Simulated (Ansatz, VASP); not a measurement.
## Au in VASP and in Ansatz

```
Au
1.0
     2.68288    0.00000    0.00000
     0.00000    2.68288    0.00000
     0.00000    0.00000    2.68288
Au
1
Cartesian
  0.0000 0.0000 0.0000
```

Alike in both runs: task single point; functional r2SCAN; k mesh 13 × 13 × 13; occupations fermi-dirac, width 0.1 eV; no spin polarisation.

```csv
,VASP,Ansatz
version,VASP 6.6.1,Ansatz 0.2.0
potentials or method,"VASP PAW PBE potentials, release 64 (Au), cutoff 520 eV","plane waves (500 eV) with PAW, scalar-relativistic"
valence electrons in the cell,11,19
```

Ansatz gave:

```
pressure (GPa) : 5.6
```

Q: What did VASP give for the same quantities?

A: Pressure (GPa): 6.0.

VASP's potentials were made for PBE, not for r2SCAN. VASP's potentials hold 11 valence electrons a cell and Ansatz's 19, so a difference there can come from the potentials and not from the codes.

Spin-orbit coupling is off throughout.
